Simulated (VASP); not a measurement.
# Os in VASP: notebook

Runs on Os. Level: PBE. Tasks: electric field gradients.

Program: VASP 6.6.1. These are calculated values, not measurements. Logs are shortened: lines on timing, memory, paths and dates and some standing lists are left out, and cuts for length are marked.

### 1 The cell of the first run

It takes space group R-3m (No. 166, trigonal). The conventional cell has a = 2.764 Å, b = 2.764 Å, c = 6.670 Å, α = 90.00°, β = 90.00°, γ = 120.00°. Within 3.6 Å of Os (site symmetry -3m) lie 12 Os at 2.74 to 2.76 Å.

### 2 Electric field gradients, PBE (equal xy, yz and zx shear strains of -1 %)

The input, INCAR:

```
SYSTEM = Os
  PREC = Accurate
  ENCUT = 520
  EDIFF = 1E-8
  ISMEAR = -1
  SIGMA = 0.05
  LREAL = .False.
  LASPH = .True.
  NELM = 80
  ALGO = Normal
  ISIF = 2
  LWAVE = .False.
  LCHARG = .False.
  GGA = PE
  LEFG = .True.
  NBANDS = 10
```

The input, KPOINTS:

```
Automatic mesh
0
Gamma
  14 14 14
  0 0 0
```

The input, POSCAR:

```
Os
1.0
   -0.0194500000      1.9352750000      1.9352750000
    1.9352750000     -0.0194500000      1.9352750000
    1.9352750000      1.9352750000     -0.0194500000
Os
1
Direct
    0.0000000000      0.0000000000      0.0000000000
```

Potentials or basis: VASP PAW PBE potentials, release 64 (Os).

The run is started by

```sh
$ cat potpaw_PBE.64/Os/POTCAR > POTCAR
$ mpirun -np 1 vasp_std > vasp.out
```

OUTCAR:

```text
SYSTEM = Os
   PREC = Accurate
   ENCUT = 520
   EDIFF = 1E-8
   ISMEAR = -1
   LREAL = .False.
   LASPH = .True.
   NELM = 80
   ISIF = 2
   GGA = PE

 ion  position               nearest neighbor table
   1  0.000  0.000  0.000-

  LATTYP: Found a trigonal (rhomboedric) cell.
 ALAT       =     2.7369612627
 COS(alpha) =     0.4899250057

  Lattice vectors:

 A1 = (  -0.0194500000,   1.9352750000,   1.9352750000)
 A2 = (   1.9352750000,  -0.0194500000,   1.9352750000)
 A3 = (   1.9352750000,   1.9352750000,  -0.0194500000)

Analysis of symmetry for initial positions (statically):
=====================================================================
 Subroutine PRICEL returns:
 Original cell was already a primitive cell.

 Routine SETGRP: Setting up the symmetry group for a
 trigonal (rhombohedral) supercell.

 Subroutine GETGRP returns: Found 12 space group operations
 (whereof 12 operations were pure point group operations)
 out of a pool of 12 trial point group operations.

The static configuration has the point symmetry D_3d.

Analysis of symmetry for dynamics (positions and initial velocities):
=====================================================================
 Subroutine PRICEL returns:
 Original cell was already a primitive cell.

 Routine SETGRP: Setting up the symmetry group for a
 trigonal (rhombohedral) supercell.

 Subroutine GETGRP returns: Found 12 space group operations
 (whereof 12 operations were pure point group operations)
 out of a pool of 12 trial point group operations.

The dynamic configuration has the point symmetry D_3d.

 Subroutine INISYM returns: Found 12 space group operations
 (whereof 12 operations are pure point group operations),
 and found     1 'primitive' translations

----------------------------------------------------------------------------------------

                                     Primitive cell

  volume of cell :      14.7149

  direct lattice vectors                    reciprocal lattice vectors
    -0.019450000  1.935275000  1.935275000    -0.254498585  0.257082327  0.257082327
     1.935275000 -0.019450000  1.935275000     0.257082327 -0.254498585  0.257082327
     1.935275000  1.935275000 -0.019450000     0.257082327  0.257082327 -0.254498585

  length of vectors
     2.736961263  2.736961263  2.736961263     0.443792943  0.443792943  0.443792943

  position of ions in fractional coordinates (direct lattice)
     0.000000000  0.000000000  0.000000000

  ion indices of the primitive-cell ions
   primitive index   ion index
                 1           1

----------------------------------------------------------------------------------------

 KPOINTS: Automatic mesh

Automatic generation of k-mesh.
 Grid dimensions read from file:
 generate k-points for:   14   14   14

 Generating k-lattice:

  Cartesian coordinates                     Fractional coordinates (reciprocal lattice)
    -0.018178470  0.018363023  0.018363023     0.071428571  0.000000000  0.000000000
     0.018363023 -0.018178470  0.018363023     0.000000000  0.071428571  0.000000000
     0.018363023  0.018363023 -0.018178470     0.000000000  0.000000000  0.071428571

  Length of vectors
     0.031699496  0.031699496  0.031699496

  Shift w.r.t. Gamma in fractional coordinates (k-lattice)
     0.000000000  0.000000000  0.000000000

 Subroutine IBZKPT returns following result:
 ===========================================

 Found    288 irreducible k-points:

 Following reciprocal coordinates:
            Coordinates               Weight
  0.000000  0.000000  0.000000      1.000000
  0.071429 -0.000000 -0.000000      6.000000
  0.142857  0.000000 -0.000000      6.000000
  0.214286 -0.000000 -0.000000      6.000000
  0.285714  0.000000  0.000000      6.000000
  0.357143 -0.000000 -0.000000      6.000000
[... 16 lines left out ...]
  0.214286  0.142857 -0.000000     12.000000
  0.285714  0.142857  0.000000     12.000000
 [... further k-points ...]
   k-points           NKPTS =    288   k-points in BZ     NKDIM =    288   number of bands    NBANDS=     10
   number of dos      NEDOS =    301   number of ions     NIONS =      1
   total plane-waves  NPLWV =   8000
   dimension x,y,z NGX =    20 NGY =   20 NGZ =   20
   dimension x,y,z NGXF=    40 NGYF=   40 NGZF=   40
   ions per type =               1
   NGX,Y,Z   is equivalent  to a cutoff of  12.15, 12.15, 12.15 a.u.
   NGXF,Y,Z  is equivalent  to a cutoff of  24.30, 24.30, 24.30 a.u.
 SYSTEM =  Os
   PREC   = accura    normal or accurate (medium, high low for compatibility)
   ISTART =      0    job   : 0-new  1-cont  2-samecut
   ICHARG =      2    charge: 1-file 2-atom 10-const
   ISPIN  =      1    spin polarized calculation?
   LNONCOLLINEAR =      F non collinear calculations
   LSORBIT =      F    spin-orbit coupling
   LASPH  =      T    aspherical Exc in radial PAW
   ENCUT  =  520.0 eV  38.22 Ry    6.18 a.u.   5.09  5.09  5.09*2*pi/ulx,y,z
   NELM   =     80;   NELMIN=  2; NELMDL= -5     # of ELM steps
   EDIFF  = 0.1E-07   stopping-criterion for ELM
   LREAL  =      F    real-space projection
   EDIFFG = 0.1E-06   stopping-criterion for IOM
   NSW    =      0    number of steps for IOM
   IBRION =     -1    ionic relax: 0-MD 1-quasi-New 2-CG
   NFREE  =      0    steps in history (QN), initial steepest desc. (CG)
   ISIF   =      2    stress and relaxation
   ISYM   =      2    0-nonsym 1-usesym 2-fastsym
   POTIM  = 0.5000    time-step for ionic-motion
   TEBEG  =    0.0;   TEEND  =   0.0 temperature during run
   PSTRESS=    0.0 pullay stress
   NELECT =       8.0000    total number of electrons
   NUPDOWN=      -1.0000    fix difference up-down
   EMIN   =  10.00;   EMAX   =-10.00  energy-range for DOS
   EFERMI =   0.00;   METHOD = LEGACY
   ISMEAR =    -1;   SIGMA  =   0.05  broadening in eV -4-tet -1-fermi 0-gaus
   EFERMI_NEDOS =   21; number of points for ismear=-14 and -15
   IALGO  =     38    algorithm
   IMIX   =      4    mixing-type and parameters
     AMIX     =   0.40;   BMIX     =  1.00
     AMIX_MAG =   1.60;   BMIX_MAG =  1.00
  volume/ion in A,a.u.               =      14.71        99.30
  Fermi-wavevector in a.u.,A,eV,Ry     =   1.336143  2.524943 24.290166  1.785277
  Thomas-Fermi vector in A             =   2.464792
   LORBIT       =      0    0 simple, 1 ext, 2 COOP (PROOUT), +10 PAW based schemes
   GGA     = PE    functional components
   LHFCALC =     F    Hartree Fock is set to
   AEXX    =    0.0000 exact exchange contribution
   IVDW    =     0    specifies the selected vdW correction
   LEPSILON=     F    determine dielectric tensor
   LRPA    =     F    only Hartree local field effects (RPA)
 non-spin polarized calculation
  energy-cutoff  :      520.00
  volume of cell :       14.71
 maximum number of plane-waves:       406
   NGX = 11   NGY = 11   NGZ = 11

 number of electron       8.0000000 magnetization

 Free energy of the ion-electron system (eV)
  ---------------------------------------------------
  ext. energy  EPLUGINS =         0.00000000
  ---------------------------------------------------
  free energy    TOTEN  =       -11.09306206 eV

  energy without entropy =      -11.08290551  energy(sigma->0) =      -11.08798378

 E-fermi :   8.5626     XC(G=0): -13.7657

 val. band max:        8.5602222483   @ k =   0.5000   0.5000   0.5000
 cond. band min:       8.5630624306   @ k =  -0.0714   0.2857   0.0714
 fundamental gap:      0.0028401823
 Fermi energy:         8.5626209633

 k-point     1 :       0.0000    0.0000    0.0000
  band No.  band energies     occupation
      1      -1.7707      2.00000
      2       5.7265      2.00000
      3       5.7265      2.00000
      4       5.9823      2.00000
      5       8.6363      0.37305
      6       8.6363      0.37305
      7      22.8809      0.00000
      8      28.2507      0.00000
      9      28.2507      0.00000
     10      28.7168      0.00000

 k-point     2 :       0.0714   -0.0000   -0.0000
  band No.  band energies     occupation
      1      -1.5471      2.00000
      2       5.6164      2.00000
      3       5.8187      2.00000
      4       6.0663      2.00000
      5       8.5696      0.93031
      6       8.5723      0.90348
      7      23.2872      0.00000
      8      27.2035      0.00000
      9      28.6479      0.00000
     10      29.0549      0.00000

 k-point     3 :       0.1429    0.0000   -0.0000
  band No.  band energies     occupation
      1      -0.9161      2.00000
      2       5.3320      2.00000
      3       6.0286      2.00000
      4       6.2915      2.00000
      5       8.4653      1.75022
      6       8.4759      1.69996
      7      24.3052      0.00000
      8      25.3991      0.00000
      9      29.7839      0.00000
     10      30.1447      0.00000

 k-point     4 :       0.2143   -0.0000   -0.0000
  band No.  band energies     occupation
      1      -0.0243      2.00000
      2       5.1161      2.00000
      3       6.1517      2.00000
      4       6.4300      2.00000
      5       8.5850      0.77996
      6       8.6231      0.45947
      7      23.4268      0.00000
      8      25.5711      0.00000
      9      31.4935      0.00000
     10      31.7897      0.00000
[... 222 lines left out ...]
 k-point    22 :       0.1429    0.1429   -0.0000
  band No.  band energies     occupation
      1      -0.6136      2.00000
      2       4.9245      2.00000
      3       6.4329      2.00000
      4       6.5898      2.00000
      5       7.6005      2.00000
      6       8.9980      0.00033
      7      24.9748      0.00000
      8      26.7413      0.00000
      9      28.5821      0.00000
     10      28.9154      0.00000

 k-point    23 :       0.2143    0.1429   -0.0000
  band No.  band energies     occupation
      1       0.0858      2.00000
      2       4.5600      2.00000
      3       6.5524      2.00000
      4       6.9218      2.00000
      5       7.4963      2.00000
      6       9.2092      0.00000
      7      25.5728      0.00000
      8      26.1281      0.00000
      9      29.0499      0.00000
     10      29.3195      0.00000

 k-point    24 :       0.2857    0.1429    0.0000
  band No.  band energies     occupation
      1       0.9660      2.00000
      2       4.3510      2.00000
      3       6.1012      2.00000
      4       7.0304      2.00000
      5       8.2969      1.99020
      6       9.6447      0.00000
      7      23.7631      0.00000
      8      26.7464      0.00000
      9      29.0625      0.00000
     10      29.7550      0.00000

 [... further k-points ...]

------------------------ aborting loop because EDIFF is reached ----------------------------------------

  FORCE on cell =-STRESS in cart. coord.  units (eV):
  Direction    XX          YY          ZZ          XY          YZ          ZX
  --------------------------------------------------------------------------------------
  -------------------------------------------------------------------------------------
  Total       -0.8793626     -0.8793626     -0.8793626      0.2288939      0.2288939      0.2288939
  in kB      -95.7463938    -95.7463938    -95.7463938     24.9223335     24.9223335     24.9223335
  external PRESSURE =     -95.7463938 kB  Pullay stress =       0.0000000 kB

 VOLUME and BASIS-vectors are now :
 -----------------------------------------------------------------------------
  energy-cutoff  :      520.00
  volume of cell :       14.71
      direct lattice vectors                 reciprocal lattice vectors
    -0.019450000  1.935275000  1.935275000    -0.254498585  0.257082327  0.257082327
     1.935275000 -0.019450000  1.935275000     0.257082327 -0.254498585  0.257082327
     1.935275000  1.935275000 -0.019450000     0.257082327  0.257082327 -0.254498585

 POSITION                                       TOTAL-FORCE (eV/Angst)
 -----------------------------------------------------------------------------------
      0.00000      0.00000      0.00000        -0.000000     -0.000000     -0.000000
 -----------------------------------------------------------------------------------
    total drift:                                0.000000      0.000000     -0.000000

  FREE ENERGIE OF THE ION-ELECTRON SYSTEM (eV)
  ---------------------------------------------------
  free  energy   TOTEN  =       -11.0930620605 eV

  energy  without entropy=      -11.0829055054  energy(sigma->0) =      -11.08798378

 Electric field gradients (V/A^2)
---------------------------------------------------------------------
 ion       V_xx      V_yy      V_zz      V_xy      V_xz      V_yz
---------------------------------------------------------------------
   1      -0.000    -0.000    -0.000   -15.300   -15.300   -15.300
---------------------------------------------------------------------

 Electric field gradients after diagonalization (V/A^2)
 (convention: |V_zz| > |V_xx| > |V_yy|)
----------------------------------------------------------------------
 ion       V_xx      V_yy      V_zz     asymmetry (V_yy - V_xx)/ V_zz
----------------------------------------------------------------------
   1      15.300    15.300   -30.600       0.000
----------------------------------------------------------------------

           NMR quadrupolar parameters

 Cq : quadrupolar parameter    Cq=e*Q*V_zz/h
 eta: asymmetry parameters     (V_yy - V_xx)/ V_zz
 Q  : nuclear electric quadrupole moment in mb (millibarn)
----------------------------------------------------------------------
 ion       Cq(MHz)       eta       Q (mb)
----------------------------------------------------------------------
   1      -0.074       0.000       1.000
----------------------------------------------------------------------
```

It took 23 s on 1 thread of Intel Xeon 6975P-C, shared host; peak memory 0.16 GiB.

What came out:

```
Free energy            : -11.0931 eV
Pressure               : -9.6 GPa
Band gap on the k mesh : zero (band 4 reaches 10.86 eV, above the bottom of band 5 at 7.43 eV)
```

Electric field gradients, principal values (V/Å²):
```tsv
atom	least	middle	greatest (by size)
1 Os	15.300	15.300	-30.600
```

Caveat: the cell differs from its parent crystal (equal xy, yz and zx shear strains of -1 %); without QUAD_EFG the Cq values of the log hold for a quadrupole moment of 1 mb, not for the nuclei; spin-orbit coupling is left out, which moves the levels of the heavy elements.

[end of part 1 of 3]
